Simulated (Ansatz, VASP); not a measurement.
**In: VASP beside Ansatz**

Contents of INCAR:

```
SYSTEM = In
PREC     = Accurate       ! precision mode
ENCUT    = 520            ! plane-wave cutoff, eV
EDIFF    = 1E-6           ! SCF threshold, eV
ISMEAR   = -1             ! smearing method
SIGMA    = 0.1            ! smearing width, eV
LREAL    = .FALSE.        ! projectors in reciprocal space
LASPH    = .TRUE.         ! aspherical terms in the spheres
NELM     = 60             ! most SCF steps
ALGO     = Normal         ! electronic algorithm
ISIF     = 2              ! what is computed and relaxed
LWAVE    = .FALSE.        ! write WAVECAR
LCHARG   = .TRUE.         ! write CHGCAR
GGA      = RE             ! functional
LELF     = .TRUE.         ! ELF
LVHAR    = .TRUE.       
NBANDS   = 34             ! bands
```

File KPOINTS:

```
Automatic mesh
0
G
  12 12 4
  0 0 0
```

File POSCAR:

```
In
1.0
    3.2894044167      0.0000000000      0.0000000000
   -1.6447022083      2.8487077882      0.0000000000
    0.0000000000      0.0000000000     10.6842508830
In
4
Direct
    0.0000000000      0.0000000000      0.0000000000
    0.0000000000      0.0000000000      0.5000000000
    0.3333333333      0.6666666667      0.2500000000
    0.6666666667      0.3333333333      0.7500000000
```

Input for Ansatz:

```yaml
crystal:
  lattice:
    - [3.2894044167, 0.0, 0.0]
    - [-1.6447022083, 2.8487077882, 0.0]
    - [0.0, 0.0, 10.684250883]
  atoms:
    - { symbol: In, position: [0.0, 0.0, 0.0] }
    - { symbol: In, position: [0.0, 0.0, 0.5] }
    - { symbol: In, position: [0.3333333333, 0.6666666667, 0.25] }
    - { symbol: In, position: [0.6666666667, 0.3333333333, 0.75] }
hamiltonian:
  xc: revpbe
  pseudopotentials:
    kind: paw
    azcp:
      In: "pseudopotentials/In.paw.azcp"
basis:
  ecutwfc: 420
  fft_grid_basis: typed
kpoints:
  mp_grid: { grid: [12, 12, 4], shift: [0, 0, 0] }
magnetization:
  spin_polarized: false
scf:
  occupations: { method: fermi_dirac, width: 0.1 }
  lower_state_search: "off"
output:
  stress: true
  write_density: true
  write_potential: true
  elf: true
  volumetric_format: npy
```

Alike in both runs: task single point; functional revPBE; k mesh 12 × 12 × 4; occupations fermi-dirac, width 0.1 eV; no spin polarisation.

```csv
,VASP,Ansatz
version,VASP 6.6.1,Ansatz 0.2.0
potentials or method,"VASP PAW PBE potentials, release 64 (In_d), cutoff 520 eV","plane waves (420 eV) with PAW, scalar-relativistic"
valence electrons in the cell,52,52
```

```csv
,VASP,Ansatz,Ansatz less VASP
pressure (GPa),5.6,5.6,+0.03
"traceless stress, the component that is largest in VASP (GPa)",0.10,0.10,+0.002
```

VASP's potentials were made for PBE, not for revPBE.
